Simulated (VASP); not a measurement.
Here is a VASP 6.6.1 calculation.

Contents of POSCAR:

```
Y
1.0
    3.3923109655      0.0000000000      0.0000000000
    0.0000000000      3.3923109655      0.0000000000
    0.0000000000      0.0000000000      3.3923109655
Y
1
Direct
    0.0000000000      0.0000000000      0.0000000000
```

The input INCAR.step1:

```
SYSTEM = Y
  PREC = Accurate
  ENCUT = 550
  ISMEAR = -1
  SIGMA = 0.1
  LREAL = .FALSE.
  LASPH = .TRUE.
  NELM = 120
  NBANDS = 12
  GGA = PE
  ALGO = Normal
  EDIFF = 1E-5
  LWAVE = .TRUE.
  LCHARG = .FALSE.
  GGA_COMPAT = .FALSE.
```

INCAR.step2

```
SYSTEM = Y
  PREC = Accurate
  ENCUT = 550
  EDIFF = 1E-6
  ISMEAR = -1
  SIGMA = 0.1
  LREAL = .FALSE.
  LASPH = .TRUE.
  NELM = 120
  ALGO = Normal
  ISIF = 2
  LWAVE = .FALSE.
  LCHARG = .FALSE.
  METAGGA = R2SCAN
  LMIXTAU = .TRUE.
  NBANDS = 12
  ISTART = 1
  GGA_COMPAT = .FALSE.
```

Contents of KPOINTS:

```
Automatic mesh
0
G
  11 11 11
  0 0 0
```

Potentials or basis: VASP PAW PBE potentials, release 64 (Y_sv).

The run is started by

```console
$ cat potpaw_PBE.64/Y_sv/POTCAR > POTCAR
$ cp INCAR.step1 INCAR
$ mpirun -np 1 vasp_std > vasp.out
$ cp INCAR.step2 INCAR
$ mpirun -np 1 vasp_std > vasp.out
```

(1) What does it give for the pressure?

(2) What does it give for the band gap on the k mesh?

## Answers

(1) -2.2 GPa.

(2) zero (an odd number of electrons rules out a gap without spin polarisation).

Caveat: the PAW data sets were made with another functional, which shifts forces and pressure a little.
